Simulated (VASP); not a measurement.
## TiTe2: single point with PBE

TiTe2:

```xyz
6
Lattice="6.2160 0.0000 0.0000 -3.1080 5.3832 0.0000 0.0000 0.0000 5.4707" Properties=species:S:1:pos:R:3 pbc="T T T"
Ti    0.0000    3.5888    1.3677
Ti    3.1080    1.7944    4.1030
Te    0.0000    0.0000    0.0000
Te    0.0000    0.0000    2.7353
Te    0.0000    3.5888    4.1030
Te    3.1080    1.7944    1.3677
```

The cell was generated, and may not be a known phase.

| Item | Value |
| --- | --- |
| Program | VASP 6.6.1 |
| Task | single point |
| Functional | PBE |
| Potentials or basis | VASP PAW PBE potentials, release 64 (Ti_sv, Te) |
| Cutoff | 520 eV |
| k mesh | 3 × 3 × 4 |
| Occupations | gaussian, width 0.1 eV |
| Spin | no spin polarisation |

```yaml
Pressure: -2.8 GPa
Band_gap_on_the_k_mesh: zero (bands 24 and 25 overlap by 0.57 eV)
```

Stress tensor (GPa, compression positive):
```
-7.68  0.00  0.00
 0.00 -7.68  0.00
 0.00  0.00  7.06
```

Levels at points of the mesh, in eV from the Fermi level:
| k point | band 21 | band 22 | band 23 | band 24 | band 25 | band 26 | band 27 | band 28 |
| --- | --- | --- | --- | --- | --- | --- | --- | --- |
| (0.00, 0.00, 0.00) | -0.78 | -0.60 | -0.60 | -0.52 | -0.52 | -0.27 | 0.26 | 0.26 |
| (0.00, 0.00, 0.50) | -1.74 | -1.74 | -0.28 | -0.28 | 0.30 | 0.30 | 0.30 | 0.30 |

It took 4.6 min on 1 thread of Intel Xeon 8259CL (shared host), peak memory 0.31 GiB.

Caveat: the k points lie up to 0.39 Å⁻¹ apart, too coarse for converged energies and pressures of a metal; spin-orbit coupling is left out, which moves the levels of the heavy elements.
